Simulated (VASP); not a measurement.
A run of VASP 6.6.1:

File INCAR:

```
PREC     = Accurate       # precision mode
ENCUT    = 500            # plane-wave cutoff, eV
EDIFF    = 1E-7           # SCF threshold, eV
ISMEAR   = -1             # smearing method
SIGMA    = 0.1            # smearing width, eV
LREAL    = F              # projectors in reciprocal space
LASPH    = T              # aspherical terms in the spheres
NELM     = 120            # most SCF steps
ALGO     = Normal         # electronic algorithm
ISIF     = 3              # what is computed and relaxed
LWAVE    = F              # write WAVECAR
LCHARG   = F              # write CHGCAR
GGA      = PS             # functional
IBRION   = 2              # ionic algorithm
NSW      = 50             # ionic steps
EDIFFG   = -0.02          # ionic threshold
GGA_COMPAT= F            
NELMIN   = 4
```

Contents of KPOINTS:

```
regular mesh
0
Gamma
  5 5 5
```

POSCAR

```
TcBi2
1.0
    0.0000000000      3.3100000000      3.3100000000
    3.3100000000      0.0000000000      3.3100000000
    3.3100000000      3.3100000000      0.0000000000
Tc Bi
1 2
Direct
    0.0000000000      0.0000000000      0.0000000000
    0.2500000000      0.2500000000      0.2500000000
    0.7500000000      0.7500000000      0.7500000000
```

Potentials or basis: VASP PAW PBE potentials, release 64 (Tc_pv, Bi_d).

Launch:

```console
$ cat potpaw_PBE.64/Tc_pv/POTCAR potpaw_PBE.64/Bi_d/POTCAR > POTCAR
$ mpirun -np 1 vasp_std > vasp.out
```

Hardware: 1 thread of AMD EPYC 7R43 64-Core Processor (Zen 3) (shared host).

Question: Estimate the wall time of this run.

Answer: Wall time 66 s on 1 thread of AMD EPYC 7R43 64-Core Processor (Zen 3) (shared host), peak memory 0.18 GiB. Counts: scf iterations 35, k points 10, ion steps 3.
